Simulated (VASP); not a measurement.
The system is Pb.

```
Pb
1.0
     5.88563    0.00000    0.00000
    -2.94282    5.09711    0.00000
     0.00000    0.00000    3.60815
Pb
3
Cartesian
  0.0000 0.0000 0.0000
  0.0000 3.3981 1.8041
  2.9428 1.6990 1.8041
```

```yaml
Program: VASP 6.6.1
Task: relaxation of cell and atoms
Functional: PBEsol
Potentials_or_basis: VASP PAW PBE potentials, release 64 (Pb_d)
Cutoff: 600 eV
k_mesh: 3 × 3 × 6
Occupations: gaussian, width 0.1 eV
Spin: no spin polarisation
```

At the start: pressure -5.5 GPa; volume 36.08 Å³/atom.

**Question.** Where does the relaxation end?

**Answer.** Over 4 steps the energy falls by 124.6 meV/atom and the volume is 30.17 Å³/atom (-16.4 %); space group P6/mmm (No. 191, to 0.05 Å).

The path:
```
step  energy change (eV)  largest force (eV/Å)  pressure (GPa)  volume (Å³)
   1              0.0000                0.0000           -5.54       108.24
   2             -0.3664                0.0000            0.49        89.85
   3             -0.3671                0.0000            0.10        90.57
   4             -0.3737                0.0000            0.04        90.52
```

Final structure:
```
Pb
1.0
     5.60180    0.00000    0.00000
    -2.80090    4.85130    0.00000
     0.00000    0.00000    3.33091
Pb
3
Cartesian
  0.0000 0.0000 3.3309
  0.0000 3.2342 1.6655
  2.8009 1.6171 1.6655
```

Caveat: the k points lie up to 0.43 Å⁻¹ apart in the final cell; the volume moved by over 15 % at a fixed basis, so the end points are rough; the PAW data sets were made with another functional, which shifts forces and pressure a little.
